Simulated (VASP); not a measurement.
A run of VASP 6.6.1 is set up as follows.

The input POSCAR:

```
ZnO
1.0
    0.0000000000      2.1337703831      2.1337703831
    2.1337703831      0.0000000000      2.1337703831
    2.1337703831      2.1337703831      0.0000000000
Zn O
1 1
Direct
    0.0000000000      0.0000000000      0.0000000000
    0.5000000000      0.5000000000      0.5000000000
```

Contents of INCAR.step1:

```
  ALGO = Normal
  EDIFF = 1E-5
  ENCUT = 1480
  GGA = PE
  GGA_COMPAT = False
  ISMEAR = 0
  LASPH = True
  LCHARG = False
  LREAL = False
  LWAVE = True
  NBANDS = 16
  NELM = 120
  PREC = Accurate
  SIGMA = 0.01
```

Contents of INCAR.step2:

```
  ALGO = Normal
  EDIFF = 1E-6
  ENCUT = 1480
  GGA_COMPAT = False
  ISIF = 2
  ISMEAR = 0
  ISTART = 1
  LASPH = True
  LCHARG = False
  LMIXTAU = True
  LREAL = False
  LWAVE = False
  METAGGA = R2SCAN
  NBANDS = 16
  NELM = 120
  PREC = Accurate
  SIGMA = 0.01
```

KPOINTS

```
k-points
0
Gamma
  5 5 5
```

Potentials or basis: VASP PAW PBE potentials, release 64 (Zn, O_h).

The run is started by

```bash
$ cat potpaw_PBE.64/Zn/POTCAR potpaw_PBE.64/O_h/POTCAR > POTCAR
$ cp INCAR.step1 INCAR
$ mpirun -np 1 vasp_std > vasp.out
$ cp INCAR.step2 INCAR
$ mpirun -np 1 vasp_std > vasp.out
```

Question: What does it give for the band gap on the k mesh?

Answer: 1.64 eV (least direct gap 2.98 eV).

Question: What does it give for the pressure?

Answer: 1.2 GPa.

Caveat: the k points lie up to 0.51 Å⁻¹ apart; the structure was generated, so it needn't be the stable form of ZnO; the PAW data sets were made with another functional, which shifts forces and pressure a little; an odd mesh through Γ misses points on the zone boundary, where band edges can lie.
